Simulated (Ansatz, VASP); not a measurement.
## WS2: VASP beside Ansatz

```xyz
6
Lattice="3.2456 0.0000 0.0000 -1.6228 2.8108 0.0000 0.0000 0.0000 24.1330" Properties=species:S:1:pos:R:3 pbc="T T T"
W     1.6228    0.9369    8.7526
W     0.0000    1.8739   15.3804
S     1.6228    0.9369   16.9699
S     0.0000    1.8739   10.3424
S     1.6228    0.9369   13.7906
S     0.0000    1.8739    7.1631
```

Change from the starting cell: volume scaled by 1.06.

Alike in both runs: task single point; functional PBEsol; k mesh 10 × 10 × 2; occupations fermi-dirac, width 0.05 eV; no spin polarisation.

|  | VASP | Ansatz |
| --- | --- | --- |
| version | VASP 6.6.1 | Ansatz 0.2.0 |
| potentials or method | VASP PAW PBE potentials, release 64 (W_sv, S), cutoff 520 eV | all-electron LAPW, scalar-relativistic |

|  | VASP | Ansatz | Ansatz less VASP |
| --- | --- | --- | --- |
| gap on the k mesh at the Fermi level (eV) | 1.56 | 1.56 | -0.008 |
| least direct gap on the mesh (eV) | 1.96 | 1.96 | -0.002 |
| rms of the force components (eV/Å) | 0.488 | 0.494 | +0.0063 |

VASP's potentials were made for PBE, not for PBEsol. Atom by atom the forces differ by 0.006 eV/Å (rms over components). Ansatz ran all-electron here, and VASP with PAW potentials.

Neither program's run includes spin-orbit coupling.
